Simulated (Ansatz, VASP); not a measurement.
## ZnSe: VASP beside Ansatz

```
Zn Se
1.0
     0.00000    2.82687    2.82687
     2.82687    0.00000    2.82687
     2.82687    2.82687    0.00000
Zn Se
1 1
Cartesian
  0.0000 0.0000 0.0000
  1.4134 1.4134 1.4134
```

Alike in both runs: functional PBE; dispersion D3(BJ); k mesh 8 × 8 × 8; occupations gaussian, width 0.02 eV; no spin polarisation.

Ansatz relaxed the structure, and its values are those at the end. VASP's run is a single point on that final structure, the one shown.

|  | VASP | Ansatz |
| --- | --- | --- |
| version | VASP 6.6.1 | Ansatz 0.2.0 |
| potentials or method | VASP PAW PBE potentials, release 64 (Zn, Se), cutoff 500 eV | scalar-relativistic, plane waves, PAW |
| valence electrons in the cell | 18 | 28 |

Ansatz gave:

- gap on the k mesh at the Fermi level (eV): 1.32
- least direct gap on the mesh (eV): 1.32
- pressure (GPa): 0.0

Question: What did VASP give for the same quantities?

Answer: gap on the k mesh at the Fermi level (eV): 1.32; least direct gap on the mesh (eV): 1.32; pressure (GPa): 0.3.

VASP's potentials hold 18 valence electrons a cell and Ansatz's 28, so a difference there can come from the potentials and not from the codes.
